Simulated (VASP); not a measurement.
# Li (P6/mmm) in VASP: further runs

The runs below take Li through single point, with RPBE.

All numbers are computed with VASP 6.6.1; they aren't measurements. Logs are shortened: lines on timing, memory, paths and dates and some standing lists are left out, and cuts for length are marked.

### 1 The cell of the first run

It takes space group P6/mmm (No. 191, hexagonal). Conventional cell: a = 4.786 Å, b = 4.786 Å, c = 2.808 Å, α = 90.00°, β = 90.00°, γ = 120.00°. Li (site symmetry 6/mmm) has 14 Li at 2.81 to 3.10 Å within 3.7 Å. Within 3.6 Å of Li (site symmetry -6m2) lie 11 Li at 2.76 to 3.10 Å.

This isn't the form of Li at room conditions, which is bcc.

### 2 Single point, RPBE (18.57 Å³/atom)

Contents of INCAR:

```
ALGO     = Normal         # electronic algorithm
EDIFF    = 1E-6           # SCF threshold, eV
ENCUT    = 520            # plane-wave cutoff, eV
GGA      = RP             # functional
ISIF     = 2              # what is computed and relaxed
ISMEAR   = -1             # smearing method
LASPH    = True           # aspherical terms in the spheres
LCHARG   = False          # write CHGCAR
LREAL    = False          # projectors in reciprocal space
LWAVE    = False          # write WAVECAR
NBANDS   = 12             # bands
NELM     = 80             # most SCF steps
PREC     = Accurate       # precision mode
SIGMA    = 0.1            # smearing width, eV
```

Contents of KPOINTS:

```
k-points
0
Gamma
  8 8 12
```

Contents of POSCAR:

```
Li
1.0
    4.7862295744      0.0000000000      0.0000000000
   -2.3931147872      4.1449963998      0.0000000000
    0.0000000000      0.0000000000      2.8078307104
Li
3
Direct
    0.0000000000      0.0000000000      0.0000000000
    0.3333333333      0.6666666667      0.5000000000
    0.6666666667      0.3333333333      0.5000000000
```

Potentials or basis: VASP PAW PBE potentials, release 64 (Li_sv).

Started as:

```
$ cat potpaw_PBE.64/Li_sv/POTCAR > POTCAR
$ mpirun -np 1 vasp_std > vasp.out
```

OUTCAR:

```text
EDIFF = 1E-6
   ENCUT = 520
   GGA = RP
   ISIF = 2
   ISMEAR = -1
   LASPH = True
   LREAL = False
   NELM = 80
   PREC = Accurate

 ion  position               nearest neighbor table
   1  0.000  0.000  0.000-
   2  0.333  0.667  0.500-
   3  0.667  0.333  0.500-

  LATTYP: Found a hexagonal cell.
 ALAT       =     4.7862295744
 C/A-ratio  =     0.5866477290

  Lattice vectors:

 A1 = (   4.7862295744,   0.0000000000,   0.0000000000)
 A2 = (  -2.3931147872,   4.1449963998,   0.0000000000)
 A3 = (   0.0000000000,   0.0000000000,   2.8078307104)

Analysis of symmetry for initial positions (statically):
=====================================================================
 Subroutine PRICEL returns:
 Original cell was already a primitive cell.

 Routine SETGRP: Setting up the symmetry group for a
 hexagonal supercell.

 Subroutine GETGRP returns: Found 24 space group operations
 (whereof 24 operations were pure point group operations)
 out of a pool of 24 trial point group operations.

The static configuration has the point symmetry D_6h.

Analysis of symmetry for dynamics (positions and initial velocities):
=====================================================================
 Subroutine PRICEL returns:
 Original cell was already a primitive cell.

 Routine SETGRP: Setting up the symmetry group for a
 hexagonal supercell.

 Subroutine GETGRP returns: Found 24 space group operations
 (whereof 24 operations were pure point group operations)
 out of a pool of 24 trial point group operations.

The dynamic configuration has the point symmetry D_6h.

 Subroutine INISYM returns: Found 24 space group operations
 (whereof 24 operations are pure point group operations),
 and found     1 'primitive' translations

----------------------------------------------------------------------------------------

                                     Primitive cell

  volume of cell :      55.7043

  direct lattice vectors                    reciprocal lattice vectors
     4.786229574  0.000000000  0.000000000     0.208932728  0.120627367  0.000000000
    -2.393114787  4.144996400  0.000000000     0.000000000  0.241254733  0.000000000
     0.000000000  0.000000000  2.807830710     0.000000000  0.000000000  0.356146828

  length of vectors
     4.786229574  4.786229574  2.807830710     0.241254733  0.241254733  0.356146828

  position of ions in fractional coordinates (direct lattice)
     0.000000000  0.000000000  0.000000000
     0.333333333  0.666666667  0.500000000
     0.666666667  0.333333333  0.500000000

  ion indices of the primitive-cell ions
   primitive index   ion index
                 1           1
                 2           2
                 3           3

----------------------------------------------------------------------------------------

 KPOINTS: k-points

Automatic generation of k-mesh.
 Grid dimensions read from file:
 generate k-points for:    8    8   12

 Generating k-lattice:

  Cartesian coordinates                     Fractional coordinates (reciprocal lattice)
     0.026116591  0.015078421  0.000000000     0.125000000  0.000000000  0.000000000
     0.000000000  0.030156842  0.000000000     0.000000000  0.125000000  0.000000000
     0.000000000  0.000000000  0.029678902     0.000000000  0.000000000  0.083333333

  Length of vectors
     0.030156842  0.030156842  0.029678902

  Shift w.r.t. Gamma in fractional coordinates (k-lattice)
     0.000000000  0.000000000  0.000000000

 Subroutine IBZKPT returns following result:
 ===========================================

 Found     70 irreducible k-points:

 Following reciprocal coordinates:
            Coordinates               Weight
  0.000000  0.000000  0.000000      1.000000
  0.125000  0.000000  0.000000      6.000000
  0.250000  0.000000  0.000000      6.000000
  0.375000  0.000000  0.000000      6.000000
  0.500000  0.000000  0.000000      3.000000
  0.125000  0.125000  0.000000      6.000000
[... 16 lines left out ...]
  0.250000  0.000000  0.166667     12.000000
  0.375000  0.000000  0.166667     12.000000
 [... further k-points ...]
   k-points           NKPTS =     70   k-points in BZ     NKDIM =     70   number of bands    NBANDS=     12
   number of dos      NEDOS =    301   number of ions     NIONS =      3
   total plane-waves  NPLWV =  31104
   dimension x,y,z NGX =    36 NGY =   36 NGZ =   24
   dimension x,y,z NGXF=    72 NGYF=   72 NGZF=   48
   ions per type =               3
   NGX,Y,Z   is equivalent  to a cutoff of  12.50, 12.50, 14.21 a.u.
   NGXF,Y,Z  is equivalent  to a cutoff of  25.01, 25.01, 28.42 a.u.
 SYSTEM =  unknown system
   PREC   = accura    normal or accurate (medium, high low for compatibility)
   ISTART =      0    job   : 0-new  1-cont  2-samecut
   ICHARG =      2    charge: 1-file 2-atom 10-const
   ISPIN  =      1    spin polarized calculation?
   LNONCOLLINEAR =      F non collinear calculations
   LSORBIT =      F    spin-orbit coupling
   LASPH  =      T    aspherical Exc in radial PAW
   ENCUT  =  520.0 eV  38.22 Ry    6.18 a.u.   8.90  8.90  5.22*2*pi/ulx,y,z
   NELM   =     80;   NELMIN=  2; NELMDL= -5     # of ELM steps
   EDIFF  = 0.1E-05   stopping-criterion for ELM
   LREAL  =      F    real-space projection
   EDIFFG = 0.1E-04   stopping-criterion for IOM
   NSW    =      0    number of steps for IOM
   IBRION =     -1    ionic relax: 0-MD 1-quasi-New 2-CG
   NFREE  =      0    steps in history (QN), initial steepest desc. (CG)
   ISIF   =      2    stress and relaxation
   ISYM   =      2    0-nonsym 1-usesym 2-fastsym
   POTIM  = 0.5000    time-step for ionic-motion
   TEBEG  =    0.0;   TEEND  =   0.0 temperature during run
   PSTRESS=    0.0 pullay stress
   NELECT =       9.0000    total number of electrons
   NUPDOWN=      -1.0000    fix difference up-down
   EMIN   =  10.00;   EMAX   =-10.00  energy-range for DOS
   EFERMI =   0.00;   METHOD = LEGACY
   ISMEAR =    -1;   SIGMA  =   0.10  broadening in eV -4-tet -1-fermi 0-gaus
   EFERMI_NEDOS =   21; number of points for ismear=-14 and -15
   IALGO  =     38    algorithm
   IMIX   =      4    mixing-type and parameters
     AMIX     =   0.40;   BMIX     =  1.00
     AMIX_MAG =   1.60;   BMIX_MAG =  1.00
  volume/ion in A,a.u.               =      18.57       125.30
  Fermi-wavevector in a.u.,A,eV,Ry     =   0.891647  1.684968 10.817092  0.795034
  Thomas-Fermi vector in A             =   2.013494
   LORBIT       =      0    0 simple, 1 ext, 2 COOP (PROOUT), +10 PAW based schemes
   GGA     = RP    functional components
   LHFCALC =     F    Hartree Fock is set to
   AEXX    =    0.0000 exact exchange contribution
   IVDW    =     0    specifies the selected vdW correction
   LEPSILON=     F    determine dielectric tensor
   LRPA    =     F    only Hartree local field effects (RPA)
 non-spin polarized calculation
  energy-cutoff  :      520.00
  volume of cell :       55.70
 maximum number of plane-waves:      1520
 NGX is ok and might be reduce to    36
   NGX = 17   NGY = 17   NGZ = 11

 number of electron       9.0000038 magnetization

 Free energy of the ion-electron system (eV)
  ---------------------------------------------------
  ext. energy  EPLUGINS =         0.00000000
  ---------------------------------------------------
  free energy    TOTEN  =        -5.37710473 eV

  energy without entropy =       -5.33016366  energy(sigma->0) =       -5.35363419

 E-fermi :   0.9514     XC(G=0):  -7.2209

 val. band max:        0.9188065726   @ k =   0.2500   0.0000   0.0833
 cond. band min:       0.9868334176   @ k =   0.2500   0.2500   0.2500
 fundamental gap:      0.0680268450
 Fermi energy:         0.9514464796

 k-point     1 :       0.0000    0.0000    0.0000
  band No.  band energies     occupation
      1     -45.6932      2.00000
      2     -45.6651      2.00000
      3     -45.5590      2.00000
      4      -2.7338      2.00000
      5       3.1603      0.00000
      6       3.1604      0.00000
      7       3.2133      0.00000
      8       3.2133      0.00000
      9       7.3329      0.00000
     10       7.5634      0.00000
     11      11.8246      0.00000
     12      16.4611      0.00000

 k-point     2 :       0.1250    0.0000    0.0000
  band No.  band energies     occupation
      1     -45.6921      2.00000
      2     -45.6661      2.00000
      3     -45.5591      2.00000
      4      -2.6349      2.00000
      5       2.0041      0.00005
      6       2.2434      0.00000
      7       4.0189      0.00000
      8       4.3968      0.00000
      9       7.7199      0.00000
     10       7.9311      0.00000
     11      11.9520      0.00000
     12      15.5537      0.00000

 k-point     3 :       0.2500    0.0000    0.0000
  band No.  band energies     occupation
      1     -45.6893      2.00000
      2     -45.6686      2.00000
      3     -45.5593      2.00000
      4      -2.3379      2.00000
      5       0.8066      1.61951
      6       1.5689      0.00415
      7       4.3148      0.00000
      8       5.8696      0.00000
      9       8.5161      0.00000
     10       9.2218      0.00000
     11      12.3321      0.00000
     12      14.0082      0.00000
[... 286 lines left out ...]
 k-point    23 :       0.2500    0.0000    0.1667
  band No.  band energies     occupation
      1     -45.6853      2.00000
      2     -45.6650      2.00000
      3     -45.5557      2.00000
      4      -1.9496      2.00000
      5       1.2497      0.09646
      6       2.0875      0.00002
      7       4.5282      0.00000
      8       6.3749      0.00000
      9       7.6540      0.00000
     10       8.7932      0.00000
     11      10.6239      0.00000
     12      13.2600      0.00000

 k-point    24 :       0.3750    0.0000    0.1667
  band No.  band energies     occupation
      1     -45.6817      2.00000
      2     -45.6685      2.00000
      3     -45.5559      2.00000
      4      -1.4480      2.00000
      5       0.1591      1.99928
      6       1.6831      0.00133
      7       4.4846      0.00000
      8       8.0900      0.00000
      9       8.6630      0.00000
     10      10.0226      0.00000
     11      10.8415      0.00000
     12      12.0904      0.00000

 [... further k-points ...]

------------------------ aborting loop because EDIFF is reached ----------------------------------------

  FORCE on cell =-STRESS in cart. coord.  units (eV):
  Direction    XX          YY          ZZ          XY          YZ          ZX
  --------------------------------------------------------------------------------------
  -------------------------------------------------------------------------------------
  Total        0.6869009      0.6869009      0.6867056      0.0000000      0.0000000     -0.0000000
  in kB       19.7567769     19.7567769     19.7511592      0.0000000      0.0000000     -0.0000000
  external PRESSURE =      19.7549043 kB  Pullay stress =       0.0000000 kB

 VOLUME and BASIS-vectors are now :
 -----------------------------------------------------------------------------
  energy-cutoff  :      520.00
  volume of cell :       55.70
      direct lattice vectors                 reciprocal lattice vectors
     4.786229574  0.000000000  0.000000000     0.208932728  0.120627367  0.000000000
    -2.393114787  4.144996400  0.000000000     0.000000000  0.241254733  0.000000000
     0.000000000  0.000000000  2.807830710     0.000000000  0.000000000  0.356146828

 POSITION                                       TOTAL-FORCE (eV/Angst)
 -----------------------------------------------------------------------------------
      0.00000      0.00000      0.00000        -0.000000      0.000000      0.000000
     -0.00000      2.76333      1.40392        -0.000000     -0.000000      0.000000
      2.39311      1.38167      1.40392         0.000000      0.000000      0.000000
 -----------------------------------------------------------------------------------
    total drift:                                0.000000      0.000000     -0.000000

  FREE ENERGIE OF THE ION-ELECTRON SYSTEM (eV)
  ---------------------------------------------------
  free  energy   TOTEN  =        -5.3771047260 eV

  energy  without entropy=       -5.3301636618  energy(sigma->0) =       -5.35363419
```

Wall time 14 s (1 thread of Intel Xeon Platinum 8488C (Sapphire Rapids), shared host); peak memory 0.18 GiB.

Results:

```yaml
Free_energy: -5.3771 eV
Band_gap_on_the_k_mesh: zero (an odd number of electrons rules out a gap without spin polarisation)
```

Caveat: the cutoff is under 1.25 times the usual one of these potentials, so pressure, stress and relaxed cells hold a basis-set (Pulay) error; the PAW data sets were made with another functional, which shifts forces and pressure a little.

### 3 Single point, RPBE (19.41 Å³/atom)

This run uses another cell than the first one, of 19.41 Å³/atom.

Contents of INCAR:

```
SYSTEM = Li
PREC = Accurate
ENCUT = 520
EDIFF = 1E-6
ISMEAR = -1
SIGMA = 0.1
LREAL = .FALSE.
LASPH = .TRUE.
NELM = 100
ALGO = Normal
ISIF = 2
LWAVE = .FALSE.
LCHARG = .TRUE.
GGA = RP
LELF = .TRUE.
LVHAR = .TRUE.
NBANDS = 12
```

Contents of KPOINTS:

```
regular mesh
0
G
  8 8 12
  0 0 0
```

Contents of POSCAR:

```
Li
1.0
    4.8576763701      0.0000000000      0.0000000000
   -2.4288381850      4.2068711399      0.0000000000
    0.0000000000      0.0000000000      2.8497448109
Li
3
Direct
    0.0000000000      0.0000000000      0.0000000000
    0.3333333333      0.6666666667      0.5000000000
    0.6666666667      0.3333333333      0.5000000000
```

Potentials or basis: VASP PAW PBE potentials, release 64 (Li_sv).

Started as:

```
$ cat potpaw_PBE.64/Li_sv/POTCAR > POTCAR
$ mpirun -np 1 vasp_std > vasp.out
```

Run time: 18 s. Hardware: 1 thread of Intel Xeon Platinum 8488C (Sapphire Rapids), shared host; peak memory 0.18 GiB.

It converged, with:

```
Free energy            : -5.4034 eV
Band gap on the k mesh : zero (an odd number of electrons rules out a gap without spin polarisation)
```

Levels at points of the mesh, in eV from the Fermi level:
| k point | band 1 | band 2 | band 3 | band 4 | band 5 | band 6 | band 7 | band 8 | band 9 |
| --- | --- | --- | --- | --- | --- | --- | --- | --- | --- |
| (0.00, 0.00, 0.00) | -46.71 | -46.69 | -46.59 | -3.63 | 2.16 | 2.16 | 2.21 | 2.21 | 6.12 |
| (0.50, 0.00, 0.00) | -46.71 | -46.70 | -46.59 | -2.08 | -2.05 | 0.09 | 3.24 | 8.34 | 8.42 |
| (0.00, 0.00, 0.50) | -46.70 | -46.68 | -46.57 | -0.55 | 0.15 | 5.64 | 5.68 | 5.68 | 6.57 |
| (0.50, 0.00, 0.50) | -46.69 | -46.69 | -46.57 | 0.60 | 0.74 | 2.03 | 3.16 | 4.15 | 5.13 |

Caveat: the cutoff is under 1.25 times the usual one of these potentials, so pressure, stress and relaxed cells hold a basis-set (Pulay) error; the PAW data sets were made with another functional, which shifts forces and pressure a little.

The gap in the log of VASP goes by the Fermi energy; the results here count the filled bands.